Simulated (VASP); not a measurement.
SrO, 2 atoms in the cell. Symmetry: Fm-3m, No. 225, cubic system. The conventional cell has a = 4.919 Å, b = 4.919 Å, c = 4.919 Å, α = 90.00°, β = 90.00°, γ = 90.00°. Sr (site symmetry m-3m) has 6 O at 2.46 Å within 3.2 Å. O (site symmetry m-3m) has 6 Sr at 2.46 Å within 3.2 Å. 

* Program: VASP 6.6.1
* Task: single point
* Functional: PBE
* Potentials or basis: VASP PAW PBE potentials, release 64 (Sr_sv, O)
* Cutoff: 520 eV
* k mesh: 9 × 9 × 9
* Occupations: fermi-dirac, width 0.05 eV
* Spin: no spin polarisation
* Dipole correction: no
* Further INCAR settings: ALGO = Normal; EDIFF = 1e-06; NBANDS = 15

Potentials or basis: VASP PAW PBE potentials, release 64 (Sr_sv, O).

Launch:

```bash
$ cat potpaw_PBE.64/Sr_sv/POTCAR potpaw_PBE.64/O/POTCAR > POTCAR
$ mpirun -np 1 vasp_std > vasp.out
```

Hardware: 1 thread of AMD EPYC 9R14 (Zen 4), on a shared host.

**Question.** Estimate the wall time of this run.

**Answer.** Wall time 23 s on 1 thread of AMD EPYC 9R14 (Zen 4) (shared host), peak memory 0.13 GiB. Counts: scf iterations 13, k points 35.
